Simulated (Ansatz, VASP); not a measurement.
## CaO: VASP beside Ansatz

```
Ca O
1.0
     0.00000    2.60673    2.60673
     2.58979    0.00000    2.60673
     2.58979    2.60673    0.00000
Ca O
1 1
Direct
  0.00000 0.00000 0.00000
  0.25000 0.25000 0.25000
```

Change from the starting cell: uniaxial_x strain -0.7%.

Alike in both runs: task single point; functional PBE; k mesh 8 × 8 × 8; occupations fermi-dirac, width 0.02 eV; no spin polarisation.

|  | VASP | Ansatz |
| --- | --- | --- |
| version | VASP 6.6.1 | Ansatz 0.2.0 |
| potentials or method | VASP PAW PBE potentials, release 64 (Ca_sv, O) | plane waves, PAW |
| plane-wave cutoff (eV) | 520 | 420 |
| valence electrons in the cell | 16 | 16 |

```tsv
	VASP	Ansatz	Ansatz less VASP
gap on the k mesh at the Fermi level (eV)	3.34	3.35	+0.009
pressure (GPa)	2.4	1.9	-0.50
traceless stress, the component that is largest in VASP (GPa)	0.05	0.06	+0.004
```
